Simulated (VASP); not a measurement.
# BiTe (Fm-3m) in VASP: a series of runs

The runs below take BiTe through electric field gradients, with LDA, PBEsol.

All numbers are computed with VASP 6.6.1; they aren't measurements. Logs are shortened: lines on timing, memory, paths and dates and some standing lists are left out, and cuts for length are marked.

## Step 1: The cell of the first run

The structure is cubic, space group Fm-3m (No. 225). Conventional cell: a = 6.470 Å, b = 6.470 Å, c = 6.470 Å, α = 90.00°, β = 90.00°, γ = 90.00°. Within 4.3 Å of Bi (site symmetry m-3m) lie 6 Te at 3.23 Å. Te (site symmetry m-3m) has 6 Bi at 3.23 Å within 4.3 Å.

## Step 2: Electric field gradients, LDA

Contents of INCAR:

```
  PREC = Accurate
  ENCUT = 520
  EDIFF = 1E-8
  ISMEAR = -1
  SIGMA = 0.03
  LREAL = F
  LASPH = T
  NELM = 100
  ALGO = Normal
  ISIF = 2
  LWAVE = F
  LCHARG = F
  LEFG = T
  NBANDS = 18
```

Contents of KPOINTS:

```
Automatic mesh
0
Gamma
  10 10 10
```

Contents of POSCAR:

```
BiTe
1.0
    0.0000000000      3.2350000000      3.2350000000
    3.2350000000      0.0000000000      3.2350000000
    3.2350000000      3.2350000000      0.0000000000
Bi Te
1 1
Direct
    0.0000000000      0.0000000000      0.0000000000
    0.5000000000      0.5000000000      0.5000000000
```

Potentials or basis: VASP PAW LDA potentials, release 64 (Bi_d, Te).

The run is started by

```console
$ cat potpaw_LDA.64/Bi_d/POTCAR potpaw_LDA.64/Te/POTCAR > POTCAR
$ mpirun -np 1 vasp_std > vasp.out
```

OUTCAR:

```text
PREC = Accurate
   ENCUT = 520
   EDIFF = 1E-8
   ISMEAR = -1
   LREAL = F
   LASPH = T
   NELM = 100
   ISIF = 2

 ion  position               nearest neighbor table
   1  0.000  0.000  0.000-   2 3.23   2 3.23   2 3.23   2 3.23   2 3.23   2 3.23
   2  0.500  0.500  0.500-   1 3.23   1 3.23   1 3.23   1 3.23   1 3.23   1 3.23

  LATTYP: Found a face centered cubic cell.
 ALAT       =     6.4700000000

  Lattice vectors:

 A1 = (   0.0000000000,   3.2350000000,   3.2350000000)
 A2 = (   3.2350000000,   0.0000000000,   3.2350000000)
 A3 = (   3.2350000000,   3.2350000000,   0.0000000000)

Analysis of symmetry for initial positions (statically):
=====================================================================
 Subroutine PRICEL returns:
 Original cell was already a primitive cell.

 Routine SETGRP: Setting up the symmetry group for a
 face centered cubic supercell.

 Subroutine GETGRP returns: Found 48 space group operations
 (whereof 48 operations were pure point group operations)
 out of a pool of 48 trial point group operations.

The static configuration has the point symmetry O_h .

Analysis of symmetry for dynamics (positions and initial velocities):
=====================================================================
 Subroutine PRICEL returns:
 Original cell was already a primitive cell.

 Routine SETGRP: Setting up the symmetry group for a
 face centered cubic supercell.

 Subroutine GETGRP returns: Found 48 space group operations
 (whereof 48 operations were pure point group operations)
 out of a pool of 48 trial point group operations.

The dynamic configuration has the point symmetry O_h .

 Subroutine INISYM returns: Found 48 space group operations
 (whereof 48 operations are pure point group operations),
 and found     1 'primitive' translations

----------------------------------------------------------------------------------------

                                     Primitive cell

  volume of cell :      67.7100

  direct lattice vectors                    reciprocal lattice vectors
     0.000000000  3.235000000  3.235000000    -0.154559505  0.154559505  0.154559505
     3.235000000  0.000000000  3.235000000     0.154559505 -0.154559505  0.154559505
     3.235000000  3.235000000  0.000000000     0.154559505  0.154559505 -0.154559505

[... 113 lines left out ...]
   LRPA    =     F    only Hartree local field effects (RPA)
 non-spin polarized calculation
  energy-cutoff  :      520.00
  volume of cell :       67.71
 maximum number of plane-waves:      1849
 NGX is ok and might be reduce to    36
   NGX = 17   NGY = 17   NGZ = 17

 number of electron      21.0000001 magnetization

 Free energy of the ion-electron system (eV)
  ---------------------------------------------------
  ext. energy  EPLUGINS =         0.00000000
  ---------------------------------------------------
  free energy    TOTEN  =        -8.48923995 eV

  energy without entropy =       -8.48433689  energy(sigma->0) =       -8.48678842

 E-fermi :   6.4038     XC(G=0):  -9.6759

 val. band max:        6.4018811293   @ k =  -0.2000   0.1000   0.0000
 cond. band min:       6.4148225997   @ k =   0.2000   0.2000   0.0000
 fundamental gap:      0.0129414704
 Fermi energy:         6.4037935727

 k-point     1 :       0.0000    0.0000    0.0000
  band No.  band energies     occupation
      1     -16.6414      2.00000
      2     -16.6414      2.00000
      3     -16.6342      2.00000
      4     -16.6342      2.00000
      5     -16.6342      2.00000
      6      -7.0955      2.00000
[... 481 lines left out ...]
      5     -16.6258      2.00000
      6      -5.7875      2.00000
[... 10 lines left out ...]
     17      15.3697      0.00000
     18      15.4518      0.00000

 [... further k-points ...]
[... 5 lines left out ...]
  --------------------------------------------------------------------------------------
  -------------------------------------------------------------------------------------
  Total       -1.1494944     -1.1494944     -1.1494944      0.0000000      0.0000000      0.0000000
  in kB      -27.1997294    -27.1997294    -27.1997294      0.0000000      0.0000000      0.0000000
  external PRESSURE =     -27.1997294 kB  Pullay stress =       0.0000000 kB

 VOLUME and BASIS-vectors are now :
 -----------------------------------------------------------------------------
  energy-cutoff  :      520.00
  volume of cell :       67.71
      direct lattice vectors                 reciprocal lattice vectors
     0.000000000  3.235000000  3.235000000    -0.154559505  0.154559505  0.154559505
     3.235000000  0.000000000  3.235000000     0.154559505 -0.154559505  0.154559505
     3.235000000  3.235000000  0.000000000     0.154559505  0.154559505 -0.154559505

 POSITION                                       TOTAL-FORCE (eV/Angst)
 -----------------------------------------------------------------------------------
      0.00000      0.00000      0.00000        -0.000000     -0.000000     -0.000000
      3.23500      3.23500      3.23500         0.000000      0.000000      0.000000
 -----------------------------------------------------------------------------------
    total drift:                               -0.000000      0.000000      0.000000

  FREE ENERGIE OF THE ION-ELECTRON SYSTEM (eV)
  ---------------------------------------------------
  free  energy   TOTEN  =        -8.4892399454 eV

  energy  without entropy=       -8.4843368942  energy(sigma->0) =       -8.48678842

 Electric field gradients (V/A^2)
---------------------------------------------------------------------
 ion       V_xx      V_yy      V_zz      V_xy      V_xz      V_yz
---------------------------------------------------------------------
   1       0.000     0.000     0.000     0.000     0.000     0.000
   2      -0.000    -0.000     0.000    -0.000    -0.000    -0.000
---------------------------------------------------------------------

 Electric field gradients after diagonalization (V/A^2)
 (convention: |V_zz| > |V_xx| > |V_yy|)
----------------------------------------------------------------------
 ion       V_xx      V_yy      V_zz     asymmetry (V_yy - V_xx)/ V_zz
----------------------------------------------------------------------
   1      -0.000    -0.000     0.000       0.000
   2       0.000     0.000    -0.000       0.000
----------------------------------------------------------------------

           NMR quadrupolar parameters

 Cq : quadrupolar parameter    Cq=e*Q*V_zz/h
 eta: asymmetry parameters     (V_yy - V_xx)/ V_zz
 Q  : nuclear electric quadrupole moment in mb (millibarn)
----------------------------------------------------------------------
 ion       Cq(MHz)       eta       Q (mb)
----------------------------------------------------------------------
   1       0.000       0.000       1.000
   2      -0.000       0.000       1.000
----------------------------------------------------------------------
```

Run time: 67 s. Hardware: 1 thread of Intel Xeon 8259CL, shared host; peak memory 0.21 GiB.

What came out:

```yaml
Free_energy: -8.4892 eV
Pressure: -2.7 GPa
Band_gap_on_the_k_mesh: zero (an odd number of electrons rules out a gap without spin polarisation)
Largest_electric_field_gradient_by_atom: zero within the noise of the run
```

Levels at points of the mesh, in eV from the Fermi level:
```csv
k point,band 6,band 7,band 8,band 9,band 10,band 11,band 12,band 13,band 14,band 15
"(0.00, 0.00, 0.00)",-13.50,-8.14,-2.49,-2.49,-2.49,2.15,2.15,2.15,4.72,4.72
"(0.50, 0.00, 0.00)",-11.55,-11.23,-1.85,-1.85,-1.55,-0.83,-0.61,-0.61,7.30,7.76
"(0.50, 0.50, 0.00)",-11.75,-9.94,-5.61,-3.96,-3.96,2.27,3.58,3.58,4.93,8.73
```

Caveat: spin-orbit coupling is left out, which moves the levels of the heavy elements.

## Step 3: Electric field gradients, PBEsol

Contents of INCAR:

```
SYSTEM = BiTe
  PREC = Accurate
  ENCUT = 520
  EDIFF = 1E-8
  ISMEAR = -1
  SIGMA = 0.03
  LREAL = .FALSE.
  LASPH = .TRUE.
  NELM = 100
  ALGO = Normal
  ISIF = 2
  LWAVE = .FALSE.
  LCHARG = .FALSE.
  GGA = PS
  LEFG = .TRUE.
  NBANDS = 18
```

Contents of KPOINTS:

```
Automatic mesh
0
G
  10 10 10
  0 0 0
```

POSCAR is that of step 2.

Potentials or basis: VASP PAW PBE potentials, release 64 (Bi_d, Te).

The run is started by

```console
$ cat potpaw_PBE.64/Bi_d/POTCAR potpaw_PBE.64/Te/POTCAR > POTCAR
$ mpirun -np 1 vasp_std > vasp.out
```

OUTCAR:

```text
SYSTEM = BiTe
   PREC = Accurate
   ENCUT = 520
   EDIFF = 1E-8
   ISMEAR = -1
   LREAL = .FALSE.
   LASPH = .TRUE.
   NELM = 100
   ISIF = 2
   GGA = PS

 ion  position               nearest neighbor table
   1  0.000  0.000  0.000-   2 3.23   2 3.23   2 3.23   2 3.23   2 3.23   2 3.23
   2  0.500  0.500  0.500-   1 3.23   1 3.23   1 3.23   1 3.23   1 3.23   1 3.23

  LATTYP: Found a face centered cubic cell.
 ALAT       =     6.4700000000

  Lattice vectors:

 A1 = (   0.0000000000,   3.2350000000,   3.2350000000)
[... 717 lines left out ...]
  ---------------------------------------------------
  free  energy   TOTEN  =        -7.9760055213 eV

  energy  without entropy=       -7.9710557107  energy(sigma->0) =       -7.97353062

 Electric field gradients (V/A^2)
---------------------------------------------------------------------
 ion       V_xx      V_yy      V_zz      V_xy      V_xz      V_yz
---------------------------------------------------------------------
   1      -0.000    -0.000    -0.000     0.000     0.000     0.000
   2      -0.000     0.000    -0.000    -0.000    -0.000    -0.000
---------------------------------------------------------------------

 Electric field gradients after diagonalization (V/A^2)
 (convention: |V_zz| > |V_xx| > |V_yy|)
----------------------------------------------------------------------
 ion       V_xx      V_yy      V_zz     asymmetry (V_yy - V_xx)/ V_zz
----------------------------------------------------------------------
   1      -0.000    -0.000     0.000       0.000
   2       0.000     0.000    -0.000       0.000
----------------------------------------------------------------------

           NMR quadrupolar parameters

 Cq : quadrupolar parameter    Cq=e*Q*V_zz/h
 eta: asymmetry parameters     (V_yy - V_xx)/ V_zz
 Q  : nuclear electric quadrupole moment in mb (millibarn)
----------------------------------------------------------------------
 ion       Cq(MHz)       eta       Q (mb)
----------------------------------------------------------------------
   1       0.000       0.000       1.000
   2      -0.000       0.000       1.000
----------------------------------------------------------------------
```

OSZICAR:

```text
N       E                     dE             d eps       ncg     rms          rms(c)
DAV:   1     0.158655684479E+03    0.15866E+03   -0.98073E+03  1692   0.111E+03
DAV:   2     0.412466822725E+01   -0.15453E+03   -0.15023E+03  1860   0.307E+02
DAV:   3    -0.763807790232E+01   -0.11763E+02   -0.11618E+02  2044   0.889E+01
DAV:   4    -0.798888022076E+01   -0.35080E+00   -0.35020E+00  2024   0.163E+01
DAV:   5    -0.800479888035E+01   -0.15919E-01   -0.15918E-01  2338   0.334E+00    0.662E+00
DAV:   6    -0.797565895900E+01    0.29140E-01   -0.88232E-02  2440   0.197E+00    0.412E+00
DAV:   7    -0.797651650855E+01   -0.85755E-03   -0.24169E-02  1968   0.904E-01    0.499E-01
DAV:   8    -0.797595214905E+01    0.56436E-03   -0.42134E-03  2160   0.468E-01    0.992E-02
DAV:   9    -0.797600788653E+01   -0.55737E-04   -0.39244E-04  1900   0.124E-01    0.424E-02
DAV:  10    -0.797600724991E+01    0.63662E-06   -0.15753E-05  2226   0.220E-02    0.258E-02
DAV:  11    -0.797600598077E+01    0.12691E-05   -0.32861E-06  2098   0.973E-03    0.687E-03
DAV:  12    -0.797600537661E+01    0.60416E-06   -0.48273E-07  2104   0.604E-03    0.109E-03
DAV:  13    -0.797600547304E+01   -0.96434E-07   -0.48766E-08  1900   0.105E-03    0.738E-04
DAV:  14    -0.797600551166E+01   -0.38623E-07   -0.10481E-09   980   0.202E-04    0.209E-04
DAV:  15    -0.797600552598E+01   -0.14322E-07   -0.49848E-10   968   0.250E-04    0.356E-05
DAV:  16    -0.797600552126E+01    0.47266E-08   -0.11709E-10   954   0.818E-05
   1 F= -.79760055E+01 E0= -.79735306E+01  d E =-.494981E-02
```

stdout:

```text
POSCAR found type information on POSCAR BiTe
 POSCAR found :  2 types and       2 ions
 scaLAPACK will be used
 -----------------------------------------------------------------------------
|                                                                             |
|                                                                             |
|     You enforced a specific xc type in the INCAR file but a different       |
|     I HOPE YOU KNOW WHAT YOU ARE DOING!                                     |
|                                                                             |
 -----------------------------------------------------------------------------

 LDA part: xc-table for (Slater+PW92), standard interpolation
 POSCAR, INCAR and KPOINTS ok, starting setup
 FFT: planning ... GRIDC
 FFT: planning ... GRID_SOFT
 FFT: planning ... GRID
 WAVECAR not read
 entering main loop
ion   1

ion   2
```

Wall time 69 s (1 thread of Intel Xeon 8259CL, shared host); peak memory 0.23 GiB.

Results:

* Free energy: -7.9760 eV
* Pressure: -1.7 GPa
* Band gap on the k mesh: zero (an odd number of electrons rules out a gap without spin polarisation)
* Largest electric field gradient by atom: zero within the noise of the run

Caveat: the PAW data sets were made with another functional, which shifts forces and pressure a little; spin-orbit coupling is left out, which moves the levels of the heavy elements.
